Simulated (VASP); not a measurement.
A run of VASP 6.6.1 is set up as follows.

Contents of INCAR:

```
SYSTEM = Hg
PREC     = Accurate       ! precision mode
ENCUT    = 520            ! plane-wave cutoff, eV
EDIFF    = 1E-6           ! SCF threshold, eV
ISMEAR   = -1             ! smearing method
SIGMA    = 0.1            ! smearing width, eV
LREAL    = .FALSE.        ! projectors in reciprocal space
LASPH    = .TRUE.         ! aspherical terms in the spheres
NELM     = 80             ! most SCF steps
ALGO     = Normal         ! electronic algorithm
ISIF     = 2              ! what is computed and relaxed
LWAVE    = .FALSE.        ! write WAVECAR
LCHARG   = .FALSE.        ! write CHGCAR
GGA      = RE             ! functional
NBANDS   = 12             ! bands
```

File KPOINTS:

```
Automatic mesh
0
G
  12 12 12
  0 0 0
```

POSCAR

```
Hg
1.0
   -3.0200036234      3.0200036234      3.0200036234
    3.0200036234     -3.0200036234      3.0200036234
    3.0200036234      3.0200036234     -3.0200036234
Hg
1
Direct
    0.0000000000      0.0000000000      0.0000000000
```

Potentials or basis: VASP PAW PBE potentials, release 64 (Hg).

Launch:

```console
$ cat potpaw_PBE.64/Hg/POTCAR > POTCAR
$ mpirun -np 1 vasp_std > vasp.out
```

(1) Predict the pressure.

(2) Predict the band gap on the k mesh.

Results:

(1) 0.0 GPa.

(2) 4.28 eV, indirect (least direct gap 4.60 eV).

Caveat: the PAW data sets were made with another functional, which shifts forces and pressure a little; spin-orbit coupling is left out, which moves the levels of the heavy elements.
